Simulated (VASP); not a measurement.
# Ni3Ge (P4mm) in VASP: notebook

Ni3Ge is run at these levels: PBEsol; tasks: single point.

Program: VASP 6.6.1. These are calculated values, not measurements. Logs are shortened: lines on timing, memory, paths and dates and some standing lists are left out, and cuts for length are marked.

### 1 The cell of the first run

Symmetry: P4mm, No. 99, tetragonal system. The conventional cell has a = 3.525 Å, b = 3.525 Å, c = 3.525 Å, α = 90.00°, β = 90.00°, γ = 90.00°. Ni (site symmetry 2mm) has 4 Ge at 2.24 to 2.77 Å and 8 Ni at 2.49 Å within 3.0 Å. Ni (site symmetry 4mm) has 8 Ni at 2.49 Å and 4 Ge at 2.52 Å within 3.3 Å. Within 3.0 Å of Ge (site symmetry 4mm) lie 12 Ni at 2.24 to 2.77 Å.

### 2 Single point, PBEsol (all Ge atoms moved +0.375 Å, as atom 4 along Cartesian [0 0 1])

INCAR

```
SYSTEM = Ni3Ge
  ALGO = Fast
  EDIFF = 1E-7
  ENCUT = 520
  GGA = PS
  ISIF = 2
  ISMEAR = 0
  LASPH = .TRUE.
  LCHARG = .FALSE.
  LREAL = .FALSE.
  LWAVE = .FALSE.
  NBANDS = 30
  NELM = 60
  PREC = Accurate
  SIGMA = 0.15
```

KPOINTS

```
k-points
0
G
  14 14 14
  0 0 0
```

POSCAR

```
Ni3Ge
1.0
    3.5249142772      0.0000000000      0.0000000000
    0.0000000000      3.5249142772      0.0000000000
    0.0000000000      0.0000000000      3.5249142772
Ni Ge
3 1
Direct
    0.5000000000      0.0000000000      0.5000000000
    0.0000000000      0.5000000000      0.5000000000
    0.5000000000      0.5000000000      0.0000000000
    0.0000000000      0.0000000000      0.1063855659
```

Potentials or basis: VASP PAW PBE potentials, release 64 (Ni, Ge_d).

On the command line:

```sh
> cat potpaw_PBE.64/Ni/POTCAR potpaw_PBE.64/Ge_d/POTCAR > POTCAR
> mpirun -np 1 vasp_std > vasp.out
```

OUTCAR:

```text
SYSTEM = Ni3Ge
   EDIFF = 1E-7
   ENCUT = 520
   GGA = PS
   ISIF = 2
   ISMEAR = 0
   LASPH = .TRUE.
   LREAL = .FALSE.
   NELM = 60
   PREC = Accurate

 ion  position               nearest neighbor table
   1  0.500  0.000  0.500-   4 2.24   4 2.24   2 2.49   3 2.49   2 2.49   3 2.49   3 2.49   2 2.49
                             3 2.49   2 2.49   4 2.77   4 2.77
   2  0.000  0.500  0.500-   4 2.24   4 2.24   1 2.49   3 2.49   1 2.49   3 2.49   1 2.49   3 2.49
                             3 2.49   1 2.49   4 2.77   4 2.77
   3  0.500  0.500  0.000-   1 2.49   2 2.49   1 2.49   2 2.49   1 2.49   1 2.49   2 2.49   2 2.49
                             4 2.52   4 2.52   4 2.52   4 2.52
   4  0.000  0.000  0.106-   1 2.24   2 2.24   2 2.24   1 2.24   3 2.52   3 2.52   3 2.52   3 2.52
                             1 2.77   2 2.77   1 2.77   2 2.77

  LATTYP: Found a simple cubic cell.
 ALAT       =     3.5249142772

  Lattice vectors:

 A1 = (   3.5249142772,   0.0000000000,   0.0000000000)
 A2 = (   0.0000000000,   3.5249142772,   0.0000000000)
 A3 = (   0.0000000000,   0.0000000000,   3.5249142772)

Analysis of symmetry for initial positions (statically):
=====================================================================
 Subroutine PRICEL returns:
 Original cell was already a primitive cell.

 Routine SETGRP: Setting up the symmetry group for a
 simple cubic supercell.

 Subroutine GETGRP returns: Found  8 space group operations
 (whereof  8 operations were pure point group operations)
 out of a pool of 48 trial point group operations.

The static configuration has the point symmetry C_4v.

Analysis of symmetry for dynamics (positions and initial velocities):
=====================================================================
 Subroutine PRICEL returns:
 Original cell was already a primitive cell.

 Routine SETGRP: Setting up the symmetry group for a
 simple cubic supercell.

 Subroutine GETGRP returns: Found  8 space group operations
 (whereof  8 operations were pure point group operations)
 out of a pool of 48 trial point group operations.

The dynamic configuration has the point symmetry C_4v.

 Subroutine INISYM returns: Found  8 space group operations
 (whereof  8 operations are pure point group operations),
 and found     1 'primitive' translations

----------------------------------------------------------------------------------------

                                     Primitive cell

[... 95 lines left out ...]
   LREAL  =      F    real-space projection
   EDIFFG = 0.1E-05   stopping-criterion for IOM
   NSW    =      0    number of steps for IOM
   IBRION =     -1    ionic relax: 0-MD 1-quasi-New 2-CG
   NFREE  =      0    steps in history (QN), initial steepest desc. (CG)
   ISIF   =      2    stress and relaxation
   ISYM   =      2    0-nonsym 1-usesym 2-fastsym
   POTIM  = 0.5000    time-step for ionic-motion
   TEBEG  =    0.0;   TEEND  =   0.0 temperature during run
   PSTRESS=    0.0 pullay stress
   NELECT =      44.0000    total number of electrons
   NUPDOWN=      -1.0000    fix difference up-down
   EMIN   =  10.00;   EMAX   =-10.00  energy-range for DOS
   EFERMI =   0.00;   METHOD = LEGACY
   ISMEAR =     0;   SIGMA  =   0.15  broadening in eV -4-tet -1-fermi 0-gaus
   EFERMI_NEDOS =   21; number of points for ismear=-14 and -15
   IALGO  =     68    algorithm
   IMIX   =      4    mixing-type and parameters
     AMIX     =   0.40;   BMIX     =  1.00
     AMIX_MAG =   1.60;   BMIX_MAG =  1.00
  volume/ion in A,a.u.               =      10.95        73.89
  Fermi-wavevector in a.u.,A,eV,Ry     =   1.639622  3.098437 36.577378  2.688361
  Thomas-Fermi vector in A             =   2.730397
   LORBIT       =      0    0 simple, 1 ext, 2 COOP (PROOUT), +10 PAW based schemes
   GGA     = PS    functional components
   LHFCALC =     F    Hartree Fock is set to
   AEXX    =    0.0000 exact exchange contribution
   IVDW    =     0    specifies the selected vdW correction
   LEPSILON=     F    determine dielectric tensor
   LRPA    =     F    only Hartree local field effects (RPA)
 non-spin polarized calculation
 RMM-DIIS sequential band-by-band and
 Gauss-broadening in eV      SIGMA  =   0.15
  energy-cutoff  :      520.00
  volume of cell :       43.80
 maximum number of plane-waves:      1208
 NGX is ok and might be reduce to    28
   NGX = 13   NGY = 13   NGZ = 13

 number of electron      43.9999970 magnetization

 Free energy of the ion-electron system (eV)
  ---------------------------------------------------
  ext. energy  EPLUGINS =         0.00000000
  ---------------------------------------------------
  free energy    TOTEN  =       -24.20486796 eV

  energy without entropy =      -24.18677246  energy(sigma->0) =      -24.19582021

 E-fermi :  10.2449     XC(G=0): -13.6458

 val. band max:       10.2380818809   @ k =   0.3571   0.5000   0.5000
 cond. band min:      10.2476574956   @ k =   0.0714   0.0714   0.0000
 fundamental gap:      0.0095756147
 Fermi energy:        10.2449216352

 k-point     1 :       0.0000    0.0000    0.0000
  band No.  band energies     occupation
      1     -14.3300      2.00000
      2     -14.3215      2.00000
      3     -14.3215      2.00000
      4     -14.3168      2.00000
      5     -14.2851      2.00000
      6      -2.3886      2.00000
[... 781 lines left out ...]
     29      19.6513      0.00000
     30      21.3962      0.00000

 [... further k-points ...]

------------------------ aborting loop because EDIFF is reached ----------------------------------------

  FORCE on cell =-STRESS in cart. coord.  units (eV):
  Direction    XX          YY          ZZ          XY          YZ          ZX
  --------------------------------------------------------------------------------------
  -------------------------------------------------------------------------------------
  Total        2.2956034      2.2956034      2.4889528      0.0000000      0.0000000     -0.0000000
  in kB       83.9772734     83.9772734     91.0503400      0.0000000      0.0000000     -0.0000000
  external PRESSURE =      86.3349623 kB  Pullay stress =       0.0000000 kB

 VOLUME and BASIS-vectors are now :
 -----------------------------------------------------------------------------
  energy-cutoff  :      520.00
  volume of cell :       43.80
      direct lattice vectors                 reciprocal lattice vectors
     3.524914277  0.000000000  0.000000000     0.283694842  0.000000000  0.000000000
     0.000000000  3.524914277  0.000000000     0.000000000  0.283694842  0.000000000
     0.000000000  0.000000000  3.524914277     0.000000000  0.000000000  0.283694842

 POSITION                                       TOTAL-FORCE (eV/Angst)
 -----------------------------------------------------------------------------------
      1.76246      0.00000      1.76246        -0.000000     -0.000000      1.723403
      0.00000      1.76246      1.76246         0.000000      0.000000      1.723403
      1.76246      1.76246      0.00000         0.000000     -0.000000     -0.235632
      0.00000      0.00000      0.37500        -0.000000      0.000000     -3.211175
 -----------------------------------------------------------------------------------
    total drift:                                0.000000      0.000000      0.000299

  FREE ENERGIE OF THE ION-ELECTRON SYSTEM (eV)
  ---------------------------------------------------
  free  energy   TOTEN  =       -24.2048679609 eV

  energy  without entropy=      -24.1867724607  energy(sigma->0) =      -24.19582021
```

Run time: 5.7 min. Hardware: 1 thread of Intel Xeon Platinum 8559C (Emerald Rapids), shared host; peak memory 0.41 GiB.

What came out:

```
Free energy            : -24.2049 eV
Pressure               : 8.6 GPa
Largest force          : 3.211 eV/Å
Band gap on the k mesh : zero (bands 22 and 23 overlap by 0.31 eV)
```

Forces in eV/Å, atoms in the order of the input:
```
Ni   0.000  0.000  1.723
Ni   0.000  0.000  1.723
Ni   0.000  0.000 -0.236
Ge   0.000  0.000 -3.211
```

Caveat: the cell differs from its parent crystal (all Ge atoms moved +0.375 Å, as atom 4 along Cartesian [0 0 1]); the cell stands under pressure; the PAW data sets were made with another functional, which shifts forces and pressure a little.

### 3 Single point, PBEsol (all Ge atoms moved -0.250 Å, as atom 4 along Cartesian [0 0 1])

INCAR: that of step 2 with these lines changed.

```diff
@@ -2,3 +2,3 @@
   ALGO = Fast
-  EDIFF = 1E-7
+  EDIFF = 1E-6
   ENCUT = 520
@@ -12,3 +12,3 @@
   NBANDS = 30
-  NELM = 60
+  NELM = 80
   PREC = Accurate
```

KPOINTS is that of step 2.

POSCAR: that of step 2 with these lines changed.

```diff
@@ -11,2 +11,2 @@
     0.5000000000      0.5000000000      0.0000000000
-    0.0000000000      0.0000000000      0.1063855659
+    0.0000000000      0.0000000000     -0.0709237106
```

Potentials or basis: VASP PAW PBE potentials, release 64 (Ni, Ge_d).

On the command line:

```sh
> cat potpaw_PBE.64/Ni/POTCAR potpaw_PBE.64/Ge_d/POTCAR > POTCAR
> mpirun -np 1 vasp_std > vasp.out
```

OUTCAR:

```text
SYSTEM = Ni3Ge
   EDIFF = 1E-6
   ENCUT = 520
   GGA = PS
   ISIF = 2
   ISMEAR = 0
   LASPH = .TRUE.
   LREAL = .FALSE.
   NELM = 80
   PREC = Accurate

 ion  position               nearest neighbor table
   1  0.500  0.000  0.500-   4 2.32   4 2.32   2 2.49   3 2.49   2 2.49   3 2.49   3 2.49   2 2.49
                             3 2.49   2 2.49   4 2.68   4 2.68
   2  0.000  0.500  0.500-   4 2.32   4 2.32   1 2.49   3 2.49   1 2.49   3 2.49   1 2.49   3 2.49
                             3 2.49   1 2.49   4 2.68   4 2.68
   3  0.500  0.500  0.000-   1 2.49   2 2.49   1 2.49   2 2.49   1 2.49   1 2.49   2 2.49   2 2.49
                             4 2.50   4 2.50   4 2.50   4 2.50
   4  0.000  0.000  0.929-   1 2.32   2 2.32   2 2.32   1 2.32   3 2.50   3 2.50   3 2.50   3 2.50
                             1 2.68   2 2.68   2 2.68   1 2.68

  LATTYP: Found a simple cubic cell.
 ALAT       =     3.5249142772

  Lattice vectors:

 A1 = (   3.5249142772,   0.0000000000,   0.0000000000)
 A2 = (   0.0000000000,   3.5249142772,   0.0000000000)
 A3 = (   0.0000000000,   0.0000000000,   3.5249142772)

Analysis of symmetry for initial positions (statically):
=====================================================================
 Subroutine PRICEL returns:
 Original cell was already a primitive cell.

 Routine SETGRP: Setting up the symmetry group for a
 simple cubic supercell.

 Subroutine GETGRP returns: Found  8 space group operations
 (whereof  8 operations were pure point group operations)
 out of a pool of 48 trial point group operations.

The static configuration has the point symmetry C_4v.

Analysis of symmetry for dynamics (positions and initial velocities):
=====================================================================
 Subroutine PRICEL returns:
 Original cell was already a primitive cell.

 Routine SETGRP: Setting up the symmetry group for a
 simple cubic supercell.

 Subroutine GETGRP returns: Found  8 space group operations
[... 127 lines left out ...]
     AMIX_MAG =   1.60;   BMIX_MAG =  1.00
  volume/ion in A,a.u.               =      10.95        73.89
  Fermi-wavevector in a.u.,A,eV,Ry     =   1.639622  3.098437 36.577378  2.688361
  Thomas-Fermi vector in A             =   2.730397
   LORBIT       =      0    0 simple, 1 ext, 2 COOP (PROOUT), +10 PAW based schemes
   GGA     = PS    functional components
   LHFCALC =     F    Hartree Fock is set to
   AEXX    =    0.0000 exact exchange contribution
   IVDW    =     0    specifies the selected vdW correction
   LEPSILON=     F    determine dielectric tensor
   LRPA    =     F    only Hartree local field effects (RPA)
 non-spin polarized calculation
 RMM-DIIS sequential band-by-band and
 Gauss-broadening in eV      SIGMA  =   0.15
  energy-cutoff  :      520.00
  volume of cell :       43.80
 maximum number of plane-waves:      1208
 NGX is ok and might be reduce to    28
   NGX = 13   NGY = 13   NGZ = 13

 number of electron      43.9999970 magnetization

 Free energy of the ion-electron system (eV)
  ---------------------------------------------------
  ext. energy  EPLUGINS =         0.00000000
  ---------------------------------------------------
  free energy    TOTEN  =       -24.52276079 eV

  energy without entropy =      -24.50299507  energy(sigma->0) =      -24.51287793

 E-fermi :  10.2634     XC(G=0): -13.6632

 val. band max:       10.2620733608   @ k =   0.3571   0.5000   0.4286
 cond. band min:      10.2771304044   @ k =   0.4286   0.4286   0.3571
 fundamental gap:      0.0150570436
 Fermi energy:        10.2634141857

 k-point     1 :       0.0000    0.0000    0.0000
  band No.  band energies     occupation
      1     -14.3226      2.00000
      2     -14.3160      2.00000
      3     -14.3109      2.00000
      4     -14.3109      2.00000
      5     -14.2934      2.00000
      6      -2.3559      2.00000
[... 781 lines left out ...]
     29      19.4233      0.00000
     30      21.4999      0.00000

 [... further k-points ...]

------------------------ aborting loop because EDIFF is reached ----------------------------------------

  FORCE on cell =-STRESS in cart. coord.  units (eV):
  Direction    XX          YY          ZZ          XY          YZ          ZX
  --------------------------------------------------------------------------------------
  -------------------------------------------------------------------------------------
  Total        1.0529224      1.0529224      1.2569000      0.0000000      0.0000000      0.0000000
  in kB       38.5177801     38.5177801     45.9796462      0.0000000      0.0000000      0.0000000
  external PRESSURE =      41.0050688 kB  Pullay stress =       0.0000000 kB

 VOLUME and BASIS-vectors are now :
 -----------------------------------------------------------------------------
  energy-cutoff  :      520.00
  volume of cell :       43.80
      direct lattice vectors                 reciprocal lattice vectors
     3.524914277  0.000000000  0.000000000     0.283694842  0.000000000  0.000000000
     0.000000000  3.524914277  0.000000000     0.000000000  0.283694842  0.000000000
     0.000000000  0.000000000  3.524914277     0.000000000  0.000000000  0.283694842

 POSITION                                       TOTAL-FORCE (eV/Angst)
 -----------------------------------------------------------------------------------
      1.76246      0.00000      1.76246         0.000000     -0.000000     -1.052868
      0.00000      1.76246      1.76246         0.000000     -0.000000     -1.052868
      1.76246      1.76246      0.00000         0.000000      0.000000      0.182440
      0.00000      0.00000      3.27491        -0.000000     -0.000000      1.923296
 -----------------------------------------------------------------------------------
    total drift:                                0.000000      0.000000      0.000176

  FREE ENERGIE OF THE ION-ELECTRON SYSTEM (eV)
  ---------------------------------------------------
  free  energy   TOTEN  =       -24.5227607928 eV

  energy  without entropy=      -24.5029950685  energy(sigma->0) =      -24.51287793
```

stdout:

```text
POSCAR found type information on POSCAR NiGe
 POSCAR found :  2 types and       4 ions
 scaLAPACK will be used
 -----------------------------------------------------------------------------
|                                                                             |
|                                                                             |
|     You enforced a specific xc type in the INCAR file but a different       |
|     I HOPE YOU KNOW WHAT YOU ARE DOING!                                     |
|                                                                             |
 -----------------------------------------------------------------------------

 LDA part: xc-table for (Slater+PW92), standard interpolation
 POSCAR, INCAR and KPOINTS ok, starting setup
 FFT: planning ... GRIDC
 FFT: planning ... GRID_SOFT
 FFT: planning ... GRID
 WAVECAR not read
 entering main loop
WARNING in EDDRMM: call to ZHEGV failed, returncode =   8  4     29
```

Run time: 5.5 min. Hardware: 1 thread of Intel Xeon Platinum 8559C (Emerald Rapids), shared host; peak memory 0.41 GiB.

What came out:

| Item | Value |
| --- | --- |
| Free energy | -24.5228 eV |
| Pressure | 4.1 GPa |
| Largest force | 1.923 eV/Å |
| Band gap on the k mesh | zero (bands 22 and 23 overlap by 0.27 eV) |

Forces in eV/Å, atoms in the order of the input:
```
Ni   0.000  0.000 -1.053
Ni   0.000  0.000 -1.053
Ni   0.000  0.000  0.182
Ge   0.000  0.000  1.923
```

Caveat: the cell differs from its parent crystal (all Ge atoms moved -0.250 Å, as atom 4 along Cartesian [0 0 1]); the cell stands under pressure; the PAW data sets were made with another functional, which shifts forces and pressure a little. Spin polarisation is off, so any magnetic state and its effect on volume and gap are missing.
